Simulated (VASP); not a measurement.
Set up this calculation in VASP 6.6.1, as the native input.

```
Task                   : single point
Functional             : PBE
Potentials or basis    : VASP PAW PBE potentials, release 64 (Ti_sv, Be, H)
Cutoff                 : 520 eV
k mesh                 : 4 × 4 × 4
Occupations            : gaussian, width 0.1 eV
Spin                   : no spin polarisation
Dipole correction      : no
Further INCAR settings : ALGO = Normal; EDIFF = 1e-07; NBANDS = 21
```

The structure of TiBe2H6 lies in POSCAR:

```
TiBe2H6
1.0
    0.0000000000      3.7797944900      3.7797944900
    3.7797944900      0.0000000000      3.7797944900
    3.7797944900      3.7797944900      0.0000000000
Ti Be H
1 2 6
Direct
    0.0000000000      0.0000000000      0.0000000000
    0.7500000000      0.7500000000      0.7500000000
    0.2500000000      0.2500000000      0.2500000000
    0.5000000000      0.0000000000      0.0000000000
    0.0000000000      0.5000000000      0.5000000000
    0.0000000000      0.5000000000      0.0000000000
    0.5000000000      0.0000000000      0.5000000000
    0.0000000000      0.0000000000      0.5000000000
    0.5000000000      0.5000000000      0.0000000000
```

This cell differs from its parent crystal: atoms taken out.

One way to write it, as run:

INCAR

```
SYSTEM = TiBe2H6
PREC     = Accurate       ! precision mode
ENCUT    = 520            ! plane-wave cutoff, eV
EDIFF    = 1E-7           ! SCF threshold, eV
ISMEAR   = 0              ! smearing method
SIGMA    = 0.1            ! smearing width, eV
LREAL    = .False.        ! projectors in reciprocal space
LASPH    = .True.         ! aspherical terms in the spheres
NELM     = 100            ! most SCF steps
ALGO     = Normal         ! electronic algorithm
ISIF     = 2              ! what is computed and relaxed
LWAVE    = .False.        ! write WAVECAR
LCHARG   = .False.        ! write CHGCAR
GGA      = PE             ! functional
NBANDS   = 21             ! bands
```

KPOINTS

```
regular mesh
0
Gamma
  4 4 4
  0 0 0
```

Potentials or basis: VASP PAW PBE potentials, release 64 (Ti_sv, Be, H).

Launch:

```console
$ cat potpaw_PBE.64/Ti_sv/POTCAR potpaw_PBE.64/Be/POTCAR potpaw_PBE.64/H/POTCAR > POTCAR
$ mpirun -np 1 vasp_std > vasp.out
```

It gave:

```json
{"Pressure": "-19.5 GPa", "Band gap on the k mesh": "zero (bands 11 and 12 overlap by 0.41 eV)"}
```

Caveat: the cell differs from its parent crystal (atoms taken out); the cell stands under tension.

Run time: 29 s on 1 thread of AMD EPYC 7R43 64-Core Processor (Zen 3), with other jobs on the host, peak memory 0.2 GiB.
